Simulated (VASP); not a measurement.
# LiCl (P6_3/mmc) in VASP: settings compared, part 2 of 2

VASP 6.6.1. Earlier steps stand in the parts before.

### 4 Single point, r2SCAN

POSCAR

```
LiCl
1.0
    4.1618736679      0.0000000000      0.0000000000
   -2.0809368340      3.6042883237      0.0000000000
    0.0000000000      0.0000000000      5.2325458659
Li Cl
2 2
Direct
    0.3333333333      0.6666666667      0.2500000000
    0.6666666667      0.3333333333      0.7500000000
    0.6666666667      0.3333333333      0.2500000000
    0.3333333333      0.6666666667      0.7500000000
```

INCAR.step1

```
ALGO     = Normal         # electronic algorithm
EDIFF    = 1E-4           # SCF threshold, eV
ENCUT    = 520            # plane-wave cutoff, eV
GGA      = PE             # functional
ISMEAR   = 0              # smearing method
LASPH    = True           # aspherical terms in the spheres
LCHARG   = False          # write CHGCAR
LREAL    = False          # projectors in reciprocal space
LWAVE    = True           # write WAVECAR
NBANDS   = 18             # bands
NELM     = 100            # most SCF steps
PREC     = Accurate       # precision mode
SIGMA    = 0.01           # smearing width, eV
```

INCAR.step2

```
ALGO     = Normal         # electronic algorithm
EDIFF    = 1E-6           # SCF threshold, eV
ENCUT    = 520            # plane-wave cutoff, eV
ISIF     = 2              # what is computed and relaxed
ISMEAR   = 0              # smearing method
ISTART   = 1            
LASPH    = True           # aspherical terms in the spheres
LCHARG   = False          # write CHGCAR
LMIXTAU  = True         
LREAL    = False          # projectors in reciprocal space
LWAVE    = False          # write WAVECAR
METAGGA  = R2SCAN         # meta-GGA
NBANDS   = 18             # bands
NELM     = 100            # most SCF steps
PREC     = Accurate       # precision mode
SIGMA    = 0.01           # smearing width, eV
```

KPOINTS

```
k-points
0
Gamma
  6 6 4
```

Potentials or basis: VASP PAW PBE potentials, release 64 (Li_sv, Cl).

Launch:

```
> cat potpaw_PBE.64/Li_sv/POTCAR potpaw_PBE.64/Cl/POTCAR > POTCAR
> cp INCAR.step1 INCAR
> mpirun -np 1 vasp_std > vasp.out
> cp INCAR.step2 INCAR
> mpirun -np 1 vasp_std > vasp.out
```

OUTCAR:

```text
EDIFF = 1E-6
   ENCUT = 520
   ISIF = 2
   ISMEAR = 0
   ISTART = 1
   LASPH = True
   LREAL = False
   METAGGA = R2SCAN
   NELM = 100
   PREC = Accurate

 ion  position               nearest neighbor table
   1  0.333  0.667  0.250-   3 2.40   3 2.40   3 2.40   4 2.62   4 2.62
   2  0.667  0.333  0.750-   4 2.40   4 2.40   4 2.40   3 2.62   3 2.62
   3  0.667  0.333  0.250-   1 2.40   1 2.40   1 2.40   2 2.62   2 2.62
   4  0.333  0.667  0.750-   2 2.40   2 2.40   2 2.40   1 2.62   1 2.62

  LATTYP: Found a hexagonal cell.
 ALAT       =     4.1618736679
 C/A-ratio  =     1.2572572556

  Lattice vectors:

 A1 = (   4.1618736679,   0.0000000000,   0.0000000000)
 A2 = (  -2.0809368340,   3.6042883237,   0.0000000000)
 A3 = (   0.0000000000,   0.0000000000,   5.2325458659)

Analysis of symmetry for initial positions (statically):
=====================================================================
 Subroutine PRICEL returns:
 Original cell was already a primitive cell.
[... 169 lines left out ...]
  free energy    TOTEN  =       -25.10029968 eV

  energy without entropy =      -25.10029968  energy(sigma->0) =      -25.10029968

 E-fermi :  -0.6758     XC(G=0):  -8.3357

 val. band max:       -0.7351748407   @ k =   0.0000   0.0000   0.0000
 cond. band min:       5.6173211816   @ k =   0.0000   0.0000   0.0000
 fundamental gap:      6.3524960223
 Fermi energy:        -0.6757623378

 k-point     1 :       0.0000    0.0000    0.0000
  band No.  band energies     occupation
      1     -45.5733      2.00000
      2     -45.5698      2.00000
      3     -14.6781      2.00000
      4     -13.9259      2.00000
      5      -3.5740      2.00000
      6      -2.1495      2.00000
[... 418 lines left out ...]
      5      -3.0909      2.00000
      6      -3.0909      2.00000
[... 10 lines left out ...]
     17      12.2006      0.00000
     18      12.2008      0.00000

------------------------ aborting loop because EDIFF is reached ----------------------------------------

  FORCE on cell =-STRESS in cart. coord.  units (eV):
  Direction    XX          YY          ZZ          XY          YZ          ZX
  --------------------------------------------------------------------------------------
  -------------------------------------------------------------------------------------
  Total       -0.2259477     -0.2259477     -0.2059987      0.0000000     -0.0000000      0.0000000
  in kB       -4.6120821     -4.6120821     -4.2048809      0.0000000     -0.0000000      0.0000000
  external PRESSURE =      -4.4763484 kB  Pullay stress =       0.0000000 kB

 VOLUME and BASIS-vectors are now :
 -----------------------------------------------------------------------------
  energy-cutoff  :      520.00
  volume of cell :       78.49
      direct lattice vectors                 reciprocal lattice vectors
     4.161873668  0.000000000  0.000000000     0.240276395  0.138723641  0.000000000
    -2.080936834  3.604288324  0.000000000     0.000000000  0.277447282  0.000000000
     0.000000000  0.000000000  5.232545866     0.000000000  0.000000000  0.191111559

 POSITION                                       TOTAL-FORCE (eV/Angst)
 -----------------------------------------------------------------------------------
     -0.00000      2.40286      1.30814        -0.000000      0.000000      0.000000
      2.08094      1.20143      3.92441         0.000000     -0.000000      0.000000
      2.08094      1.20143      1.30814         0.000000      0.000000      0.000000
     -0.00000      2.40286      3.92441         0.000000     -0.000000      0.000000
 -----------------------------------------------------------------------------------
    total drift:                               -0.000000      0.000000      0.000000

  FREE ENERGIE OF THE ION-ELECTRON SYSTEM (eV)
  ---------------------------------------------------
  free  energy   TOTEN  =       -25.1002996838 eV

  energy  without entropy=      -25.1002996838  energy(sigma->0) =      -25.10029968
```

OSZICAR.step1:

```text
N       E                     dE             d eps       ncg     rms          rms(c)
DAV:   1     0.129553971788E+03    0.12955E+03   -0.89032E+03   756   0.106E+03
DAV:   2    -0.202139623778E+00   -0.12976E+03   -0.12382E+03   966   0.234E+02
DAV:   3    -0.146133088669E+02   -0.14411E+02   -0.14339E+02  1370   0.669E+01
DAV:   4    -0.149862213057E+02   -0.37291E+00   -0.37203E+00  1086   0.120E+01
DAV:   5    -0.150086476356E+02   -0.22426E-01   -0.22419E-01  1148   0.231E+00    0.334E+00
DAV:   6    -0.147690628302E+02    0.23958E+00   -0.38179E-01   866   0.293E+00    0.246E+00
DAV:   7    -0.147655211486E+02    0.35417E-02   -0.14093E-01  1050   0.180E+00    0.143E+00
DAV:   8    -0.147840351309E+02   -0.18514E-01   -0.26358E-02   878   0.101E+00    0.292E-01
DAV:   9    -0.147842035747E+02   -0.16844E-03   -0.12074E-03  1072   0.231E-01    0.843E-02
DAV:  10    -0.147852401544E+02   -0.10366E-02   -0.10686E-03   836   0.193E-01    0.145E-02
DAV:  11    -0.147852668729E+02   -0.26718E-04   -0.24978E-05   850   0.356E-02
   1 F= -.14785267E+02 E0= -.14785267E+02  d E =-.605159E-49
```

Wall time 41 s (1 thread of Intel Xeon 6975P-C (Granite Rapids), shared host); peak memory 0.2 GiB.

Results:

```yaml
Free_energy: -25.1003 eV
Band_gap_on_the_k_mesh: 6.35 eV, direct
```

Caveat: the cutoff is under 1.25 times the usual one of these potentials, so pressure, stress and relaxed cells hold a basis-set (Pulay) error; the PAW data sets were made with another functional, which shifts forces and pressure a little. r2SCAN opens gaps a little over a GGA but as a rule still falls short of measured ones.

### 5 Summary

| level | potentials or basis | gap on the mesh (eV) |
| --- | --- | --- |
| PBE | VASP PAW PBE potentials, release 64 (Li_sv, Cl) | 5.66 |
| LDA | VASP PAW LDA potentials, release 64 (Li_sv, Cl) | 5.26 |
| r2SCAN | VASP PAW PBE potentials, release 64 (Li_sv, Cl) | 6.35 |

Alike in all rows: task single point; no spin polarisation; cell as given; k mesh 6 × 6 × 4; cutoff (eV) 520; smearing gaussian 0.01 eV.

Caveats: the cutoff is under 1.25 times the usual one of these potentials, so pressure, stress and relaxed cells hold a basis-set (Pulay) error; the PAW data sets were made with another functional, which shifts forces and pressure a little (some runs).

Absolute energies hang on the potentials; compare differences alone.
